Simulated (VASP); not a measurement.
Wanted: the native input for a VASP 6.6.1 run.

```
Task                   : relaxation of cell and atoms
Functional             : PBE
Potentials or basis    : VASP PAW PBE potentials, release 64 (Sb, Pt)
Cutoff                 : 600 eV
k mesh                 : 4 × 4 × 4
Occupations            : gaussian, width 0.1 eV
Spin                   : no spin polarisation
Dipole correction      : no
Further INCAR settings : ALGO = Normal; EDIFF = 1e-06; IBRION = 2; EDIFFG = -0.04; NSW = 90; ISIF = 3
```

The structure of Sb2Pt lies in POSCAR:

```
Sb2Pt
1.0
    4.3841555227      0.0000000000      0.0000000000
    0.0000000000      4.3841555227      0.0000000000
    0.0000000000      0.0000000000      6.6893515252
Sb Pt
4 2
Direct
    0.0000000000      0.0000000000      0.0000000000
    0.5000000000      0.5000000000      0.0000000000
    0.0000000000      0.5000000000      0.2700000000
    0.5000000000      0.0000000000      0.7300000000
    0.0000000000      0.5000000000      0.7000000000
    0.5000000000      0.0000000000      0.3000000000
```

One way to write it, as run:

INCAR

```
SYSTEM = Sb2Pt
PREC = Accurate ; ENCUT = 600
EDIFF = 1E-6 ; ISMEAR = 0
SIGMA = 0.1 ; LREAL = .False.
LASPH = .True. ; NELM = 60
ALGO = Normal ; ISIF = 3
LWAVE = .False. ; LCHARG = .False.
GGA = PE ; IBRION = 2
NSW = 90 ; EDIFFG = -0.04
```

KPOINTS

```
Automatic mesh
0
Gamma
  4 4 4
  0 0 0
```

Potentials or basis: VASP PAW PBE potentials, release 64 (Sb, Pt).

Launch:

```bash
$ cat potpaw_PBE.64/Sb/POTCAR potpaw_PBE.64/Pt/POTCAR > POTCAR
$ mpirun -np 1 vasp_std > vasp.out
```

Results of the run:

```yaml
Relaxed_volume: 23.73 Å³/atom
Relaxed_cell: a = 4.512 Å, b = 4.512 Å, c = 6.995 Å, α = 90.00°, β = 90.00°, γ = 90.00°
Space_group_after_relaxing_to_0.1_Å: P4/nmm (No. 129)
Energy_gained_by_relaxing: 668.1 meV/atom
Ionic_steps: 21
Pressure_after_relaxing: -0.1 GPa
Largest_force_after_relaxing: 0.025 eV/Å
Band_gap_on_the_k_mesh: zero (bands 20 and 21 overlap by 1.18 eV)
```

Caveat: spin-orbit coupling is left out, which moves the levels of the heavy elements.

Run time: 19 min on 1 thread of Oxide Virtual Turin-like Processor (shared host), peak memory 0.27 GiB.
